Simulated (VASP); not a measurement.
Wanted: the native input for a VASP 6.6.1 run.

- Task: single point
- Functional: PBEsol
- Potentials or basis: VASP PAW PBE potentials, release 64 (Ta_pv, Sb, N)
- Cutoff: 520 eV
- k mesh: 15 × 15 × 6
- Occupations: fermi-dirac, width 0.15 eV
- Spin: no spin polarisation
- Dipole correction: no
- Further INCAR settings: ALGO = Normal; EDIFF = 1e-06; NBANDS = 24

The structure of Ta2SbN lies in POSCAR:

```
Ta2SbN
1.0
    3.0827473628      0.0000000000      0.0000000000
   -1.5413736814      2.6697375296      0.0000000000
    0.0000000000      0.0000000000      7.2966269603
Ta Sb N
2 1 1
Direct
    0.6666666667      0.3333333333      0.6884869046
    0.6666666667      0.3333333333      0.3115130954
    0.0000000000      0.0000000000      0.0000000000
    0.3333333333      0.6666666667      0.5000000000
```

One way to write it, as run:

INCAR

```
  ALGO = Normal
  EDIFF = 1E-6
  ENCUT = 520
  GGA = PS
  ISIF = 2
  ISMEAR = -1
  LASPH = T
  LCHARG = F
  LREAL = F
  LWAVE = F
  NBANDS = 24
  NELM = 100
  PREC = Accurate
  SIGMA = 0.15
```

KPOINTS

```
k-points
0
Gamma
  15 15 6
```

Potentials or basis: VASP PAW PBE potentials, release 64 (Ta_pv, Sb, N).

Run with:

```sh
$ cat potpaw_PBE.64/Ta_pv/POTCAR potpaw_PBE.64/Sb/POTCAR potpaw_PBE.64/N/POTCAR > POTCAR
$ mpirun -np 1 vasp_std > vasp.out
```

It gave:

```yaml
Pressure: 0.5 GPa
Largest_force: 0.003 eV/Å
Band_gap_on_the_k_mesh: zero (band 16 reaches 9.70 eV, above the bottom of band 17 at 8.31 eV)
```

Caveat: the PAW data sets were made with another functional, which shifts forces and pressure a little; spin-orbit coupling is left out, which moves the levels of the heavy elements.

Wall time 5.5 min on 1 thread of Oxide Virtual Turin-like Processor (shared host), peak memory 0.26 GiB.
